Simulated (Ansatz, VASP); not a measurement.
Two plane-wave programs on WS2

```
W S
1.0
     3.20120    0.00000    0.00000
    -1.60060    2.77232    0.00000
     0.00000    0.00000   12.91844
W S
2 4
Cartesian
  0.0000 1.8482 3.2296
  1.6006 0.9241 9.6888
  0.0000 1.8482 8.1788
  1.6006 0.9241 1.7196
  0.0000 1.8482 11.1989
  1.6006 0.9241 4.7397
```

Alike in both runs: task single point; functional PBEsol; k mesh 12 × 12 × 2; occupations gaussian, width 0.05 eV; no spin polarisation.

|  | VASP | Ansatz |
| --- | --- | --- |
| version | VASP 6.6.1 | Ansatz 0.2.0 |
| potentials or method | VASP PAW PBE potentials, release 64 (W_sv, S), cutoff 520 eV | scalar-relativistic, plane waves, PAW |
| valence electrons in the cell | 52 | 52 |

Ansatz gave:

```
gap on the k mesh at the Fermi level (eV)                     : 0.79
least direct gap on the mesh (eV)                             : 1.56
pressure (GPa)                                                : 0.7
traceless stress, the component that is largest in VASP (GPa) : 5.77
rms of the force components (eV/Å)                            : 0.381
```

**Question.** What did VASP give for the same quantities?

**Answer.** gap on the k mesh at the Fermi level (eV): 0.81; least direct gap on the mesh (eV): 1.56; pressure (GPa): 0.8; traceless stress, the component that is largest in VASP (GPa): 5.80; rms of the force components (eV/Å): 0.390.

VASP's potentials were made for PBE, not for PBEsol, and Ansatz warns of the same on its side. Atom by atom the forces differ by 0.009 eV/Å (rms over components).

Neither program's run includes spin-orbit coupling.
